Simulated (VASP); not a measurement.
Here is a VASP 6.6.1 calculation.

INCAR

```
PREC     = Accurate       # precision mode
ENCUT    = 500            # plane-wave cutoff, eV
EDIFF    = 1E-6           # SCF threshold, eV
ISMEAR   = 1              # smearing method
SIGMA    = 0.1            # smearing width, eV
LREAL    = False          # projectors in reciprocal space
LASPH    = True           # aspherical terms in the spheres
NELM     = 120            # most SCF steps
ALGO     = Normal         # electronic algorithm
ISIF     = 2              # what is computed and relaxed
LWAVE    = False          # write WAVECAR
LCHARG   = False          # write CHGCAR
GGA      = CA             # functional
NBANDS   = 11             # bands
GGA_COMPAT= False
```

The input KPOINTS:

```
regular mesh
0
Gamma
  6 6 6
```

File POSCAR:

```
Pd
1.0
    4.3092560000      0.0000000000      0.0000000000
    0.0000000000      4.3092560000      0.0000000000
    0.0000000000      0.0000000000      4.3092560000
Pd
1
Direct
    0.0000000000      0.0000000000      0.0000000000
```

Potentials or basis: VASP PAW LDA potentials, release 64 (Pd).

The run is started by

```bash
$ cat potpaw_LDA.64/Pd/POTCAR > POTCAR
$ mpirun -np 1 vasp_std > vasp.out
```

Task: Predict the pressure.

Result: -2.4 GPa.

Task: What does it give for the band gap on the k mesh?

Result: Zero (band 5 reaches -2.51 eV, above the bottom of band 6 at -2.60 eV).
